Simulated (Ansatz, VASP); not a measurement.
## Si4GePt in VASP and in Ansatz

```xyz
6
Lattice="2.9530 0.0000 0.0000 -1.4765 2.5574 0.0000 0.0000 0.0000 11.7820" Properties=species:S:1:pos:R:3 pbc="T T T"
Si    0.0000    1.7049    7.3750
Si    0.0000    0.0000   10.3460
Si    0.0000    0.0000    1.4360
Si    0.0000    1.7049    4.4070
Ge    1.4765    0.8525    5.8910
Pt    1.4765    0.8525    0.0000
```

Change from the starting cell: species swapped into the TaWSe4 type (P-6m2, No. 187).

Alike in both runs: task single point; functional PBE; k mesh 6 × 6 × 2; occupations gaussian, width 0.1 eV; no spin polarisation.

|  | VASP | Ansatz |
| --- | --- | --- |
| version | VASP 6.6.1 | Ansatz 0.2.0 |
| potentials or method | VASP PAW PBE potentials, release 64 (Si, Ge_d, Pt), cutoff 520 eV | scalar-relativistic, plane waves, PAW |
| valence electrons in the cell | 40 | 48 |

```csv
,VASP,Ansatz,Ansatz less VASP
gap on the k mesh at the Fermi level (eV),none,none,-
rms of the force components (eV/Å),2.865,2.870,+0.0053
```

Atom by atom the forces differ by 0.011 eV/Å (rms over components). A gap of «none» marks a metal or a gap that the smearing closes. With one functional, cell and mesh, what is left measures potentials, basis and numerics. VASP's potentials hold 40 valence electrons a cell and Ansatz's 48, so a difference there can come from the potentials and not from the codes.

The k mesh is coarse, so the values compare programs but aren't converged. Spin-orbit coupling is off throughout.
